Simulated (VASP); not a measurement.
Wanted: the native input for a VASP 6.6.1 run.

- Task: single point
- Functional: LDA
- Potentials or basis: VASP PAW LDA potentials, release 64 (C, H)
- Cutoff: 520 eV
- k mesh: 6 × 3 × 1
- Occupations: gaussian, width 0.1 eV
- Spin: no spin polarisation
- Dipole correction: yes
- Further INCAR settings: ALGO = Normal; EDIFF = 1e-06; NBANDS = 38

The structure of HC6 lies in POSCAR:

```
HC6
1.0
    4.8895256614      0.0000000000      0.0000000000
   -1.2223814153      8.7849592876      0.0000000000
    0.0000000000      0.0000000000     22.7474729025
C H
12 2
Direct
    0.0193612757      0.0774451030      0.1758437088
    0.5193612758      0.0774451030      0.1758437088
    0.2742015947      0.0968063788      0.2059542860
    0.7742015947      0.0968063788      0.2059542860
    0.2838822326      0.1355289303      0.2661754406
    0.7838822326      0.1355289303      0.2661754406
    0.0386279421      0.1545151615      0.2955067254
    0.5386279421      0.1545151615      0.2955067254
    0.0488684834      0.1954807970      0.3583587359
    0.5488684834      0.1954807970      0.3583587359
    0.3031723044      0.2126952264      0.3845470194
    0.8031723044      0.2126952264      0.3845470194
    0.0488684834      0.1289050446      0.5428063572
    0.0488684834      0.2620565494      0.5428063572
```

These files were run (other wordings do the same):

INCAR

```
SYSTEM = HC6
  ALGO = Normal
  DIPOL = 0.5 0.5 0.318
  EDIFF = 1E-6
  ENCUT = 520
  IDIPOL = 3
  ISIF = 2
  ISMEAR = 0
  LASPH = .TRUE.
  LCHARG = .FALSE.
  LDIPOL = .TRUE.
  LREAL = .FALSE.
  LWAVE = .FALSE.
  NBANDS = 38
  NELM = 60
  PREC = Accurate
  SIGMA = 0.1
```

KPOINTS

```
k-points
0
G
  6 3 1
  0 0 0
```

Potentials or basis: VASP PAW LDA potentials, release 64 (C, H).

Launch:

```bash
$ cat potpaw_LDA.64/C/POTCAR potpaw_LDA.64/H/POTCAR > POTCAR
$ mpirun -np 1 vasp_std > vasp.out
```

Results of the run:

```json
{"Largest force": "4.454 eV/Å", "Band gap on the k mesh": "0.09 eV"}
```

Wall time 7.2 min on 1 thread of Intel(R) Xeon(R) 6975P-C (Granite Rapids) (shared host), peak memory 0.78 GiB.
